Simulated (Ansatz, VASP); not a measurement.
## Two plane-wave programs on Ge

Contents of POSCAR:

```
Ge
1.0
    0.0000000000      2.9743569460      2.9743569460
    2.9743569460      0.0000000000      2.9743569460
    2.9743569460      2.9743569460      0.0000000000
Ge
2
Direct
    0.0000000000      0.0000000000      0.0000000000
    0.2500000000      0.2500000000      0.2500000000
```

The input INCAR.step1:

```
PREC     = Accurate       # precision mode
ENCUT    = 520            # plane-wave cutoff, eV
ISMEAR   = 0              # smearing method
SIGMA    = 0.1            # smearing width, eV
LREAL    = F              # projectors in reciprocal space
LASPH    = T              # aspherical terms in the spheres
NELM     = 100            # most SCF steps
NBANDS   = 21             # bands
GGA      = PE             # functional
ALGO     = Normal         # electronic algorithm
EDIFF    = 1E-4           # SCF threshold, eV
LWAVE    = T              # write WAVECAR
LCHARG   = F              # write CHGCAR
```

The input INCAR.step2:

```
PREC     = Accurate       # precision mode
ENCUT    = 520            # plane-wave cutoff, eV
EDIFF    = 1E-6           # SCF threshold, eV
ISMEAR   = 0              # smearing method
SIGMA    = 0.1            # smearing width, eV
LREAL    = F              # projectors in reciprocal space
LASPH    = T              # aspherical terms in the spheres
NELM     = 100            # most SCF steps
ALGO     = Normal         # electronic algorithm
ISIF     = 2              # what is computed and relaxed
LWAVE    = F              # write WAVECAR
LCHARG   = T              # write CHGCAR
METAGGA  = R2SCAN         # meta-GGA
LMIXTAU  = T            
LELF     = T              # ELF
LVHAR    = T            
NBANDS   = 21             # bands
ISTART   = 1
```

The input KPOINTS:

```
Automatic mesh
0
Gamma
  6 6 6
```

Input for Ansatz:

```yaml
crystal:
  lattice:
    - [0.0, 2.9743569226, 2.9743569226]
    - [2.9743569226, 0.0, 2.9743569226]
    - [2.9743569226, 2.9743569226, 0.0]
  atoms:
    - { symbol: Ge, position: [0.0, 0.0, 0.0] }
    - { symbol: Ge, position: [0.25, 0.25, 0.25] }
basis:
  ecutwfc: 500
kpoints:
  mp_grid: { grid: [6, 6, 6] }
hamiltonian:
  xc: r2scan
scf:
  occupations: { method: gaussian, width: 0.1 }
output:
  forces: true
  stress: true
  eigenvalues: true
```

Alike in both runs: task single point; functional r2SCAN; k mesh 6 × 6 × 6; occupations gaussian, width 0.1 eV; no spin polarisation.

```csv
,VASP,Ansatz
version,VASP 6.6.1,Ansatz 0.2.0
potentials or method,"VASP PAW PBE potentials, release 64 (Ge_d), cutoff 520 eV","scalar-relativistic, plane waves, PAW"
valence electrons in the cell,28,28
```

|  | VASP | Ansatz | Ansatz less VASP |
| --- | --- | --- | --- |
| gap on the k mesh at the Fermi level (eV) | none | none | - |
| pressure (GPa) | -7.0 | -7.0 | +0.01 |

VASP's potentials were made for PBE, not for r2SCAN. A gap of «none» marks a metal or a gap that the smearing closes. With one functional, cell and mesh, what is left measures potentials, basis and numerics.
